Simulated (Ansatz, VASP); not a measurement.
One calculation of Te2Mo, two programs

File INCAR:

```
PREC     = Accurate       # precision mode
ENCUT    = 520            # plane-wave cutoff, eV
EDIFF    = 1E-7           # SCF threshold, eV
ISMEAR   = 0              # smearing method
SIGMA    = 0.05           # smearing width, eV
LREAL    = False          # projectors in reciprocal space
LASPH    = True           # aspherical terms in the spheres
NELM     = 150            # most SCF steps
ALGO     = Normal         # electronic algorithm
ISIF     = 2              # what is computed and relaxed
LWAVE    = False          # write WAVECAR
LCHARG   = False          # write CHGCAR
ISPIN    = 2              # spin polarisation
MAGMOM   = 0 0 0 0 2 2    # initial moments
LORBIT   = 11             # projections on sites
LMAXMIX  = 4              # l up to which the mixer works
GGA      = RP             # functional
IVDW     = 12             # dispersion correction
NBANDS   = 39             # bands
```

File KPOINTS:

```
regular mesh
0
Gamma
  8 8 2
```

The input POSCAR:

```
Te2Mo
1.0
    3.5636797614      0.0000000000      0.0000000000
   -1.7818398807      3.0862372043      0.0000000000
    0.0000000000      0.0000000000     14.7197071926
Te Mo
4 2
Direct
    0.3333333333      0.6666666667      0.6284395073
    0.6666666667      0.3333333333      0.1284395073
    0.3333333333      0.6666666667      0.8715604927
    0.6666666667      0.3333333333      0.3715604927
    0.3333333333      0.6666666667      0.2500000000
    0.6666666667      0.3333333333      0.7500000000
```

Input for Ansatz:

```yaml
crystal:
  lattice:
    - [3.563679761386, 0.0, 0.0]
    - [-1.781839880693, 3.086237204312, 0.0]
    - [0.0, 0.0, 14.7197071926]
  atoms:
    - { symbol: Te, position: [0.3333333333333, 0.6666666666667, 0.6284395073] }
    - { symbol: Te, position: [0.6666666666667, 0.3333333333333, 0.1284395073] }
    - { symbol: Te, position: [0.3333333333333, 0.6666666666667, 0.8715604927] }
    - { symbol: Te, position: [0.6666666666667, 0.3333333333333, 0.3715604927] }
    - { symbol: Mo, position: [0.3333333333333, 0.6666666666667, 0.25], spin: 2.0 }
    - { symbol: Mo, position: [0.6666666666667, 0.3333333333333, 0.75], spin: 2.0 }
basis:
  ecutwfc: 500
  ecutrho_ratio: 4
kpoints:
  mp_grid: { grid: [8, 8, 2] }
hamiltonian:
  xc: rpbe
  dispersion: d3bj
scf:
  occupations: { method: gaussian, width: 0.05 }
output:
  forces: true
  stress: true
magnetization:
  spin_polarized: true
accuracy: medium
```

Alike in both runs: task single point; functional RPBE; dispersion D3(BJ); k mesh 8 × 8 × 2; occupations gaussian, width 0.05 eV; collinear spin.

```csv
,VASP,Ansatz
version,VASP 6.6.1,Ansatz 0.2.0
potentials or method,"VASP PAW PBE potentials, release 64 (Te, Mo_sv), cutoff 520 eV","scalar-relativistic, plane waves, PAW"
valence electrons in the cell,52,92
```

Ansatz gave:

```
pressure (GPa)                                                : -16.7
traceless stress, the component that is largest in VASP (GPa) : 4.78
rms of the force components (eV/Å)                            : 0.410
net moment per atom (μB)                                      : 0.00
```

Question: Estimate VASP's values.

Answer: Pressure (GPa): -16.8; traceless stress, the component that is largest in VASP (GPa): 4.83; rms of the force components (eV/Å): 0.407; net moment per atom (μB): 0.00.

VASP's potentials were made for PBE, not for RPBE. Atom by atom the forces differ by 0.003 eV/Å (rms over components). VASP's potentials hold 52 valence electrons a cell and Ansatz's 92, so a difference there can come from the potentials and not from the codes. Ansatz's warnings: seeded moment not kept.

Spin-orbit coupling is off throughout.
